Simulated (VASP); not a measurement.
## Ni: single point with PBEsol

The system is Ni.

```
Ni
1.0
     0.00000    1.66370    1.99645
     1.66370    0.00000    1.99645
     1.66370    1.66370    0.00000
Ni
1
Direct
  0.00000 0.00000 0.00000
```

This cell differs from its parent crystal: ratio of the length along z to the lengths across it x 1.2, volume and fractional coordinates fixed.

```
Program                : VASP 6.6.1
Task                   : single point
Functional             : PBEsol
Potentials or basis    : VASP PAW PBE potentials, release 64 (Ni)
Cutoff                 : 520 eV
k mesh                 : 26 × 26 × 26
Occupations            : gaussian, width 0.15 eV
Spin                   : collinear spin, ferromagnetic start
Starting moments       : [0.81] μB
Dipole correction      : no
Further INCAR settings : ALGO = Normal; EDIFF = 1e-06; NBANDS = 15
```

| Item | Value |
| --- | --- |
| Pressure | -9.2 GPa |
| Net moment | 0.60 μB per cell |
| Site moments | Ni +0.61 μB |
| Valence electrons inside the program's atomic spheres | Ni 9.30 |

Stress tensor (GPa, compression positive):
```
 -0.41   0.00   0.00
  0.00  -0.41   0.00
  0.00   0.00 -26.88
```

Levels at points of the mesh, in eV from the Fermi level:
Spin up:
```csv
k point,band 3,band 4,band 5,band 6,band 7,band 8
"(0.00, 0.00, 0.00)",-1.89,-1.82,-1.82,-0.68,24.23,25.77
"(0.50, 0.00, 0.00)",-1.78,-0.68,-0.38,-0.17,5.77,18.54
"(0.50, 0.50, 0.00)",-0.43,-0.43,-0.39,0.05,6.10,17.83
"(0.50, 0.00, 0.50)",-0.82,-0.61,0.05,3.94,10.77,13.51
```
Spin down:
```csv
k point,band 2,band 3,band 4,band 5,band 6,band 7,band 8,band 9
"(0.00, 0.00, 0.00)",-2.41,-1.32,-1.14,-1.14,-0.05,24.14,25.67,28.16
"(0.50, 0.00, 0.00)",-2.25,-1.18,-0.19,0.03,0.32,6.15,18.55,24.20
"(0.50, 0.50, 0.00)",-3.47,0.03,0.26,0.32,0.32,6.42,17.86,17.86
"(0.50, 0.00, 0.50)",-3.38,-0.09,0.01,0.84,3.95,11.00,13.57,13.66
```

Wall time 3.8 min on 1 thread of AMD EPYC 9R45 96-Core Processor (Zen 5) (shared host), peak memory 0.39 GiB.

Caveat: the stress differs along the axes, from -27 to -0 GPa; the PAW data sets were made with another functional, which shifts forces and pressure a little.
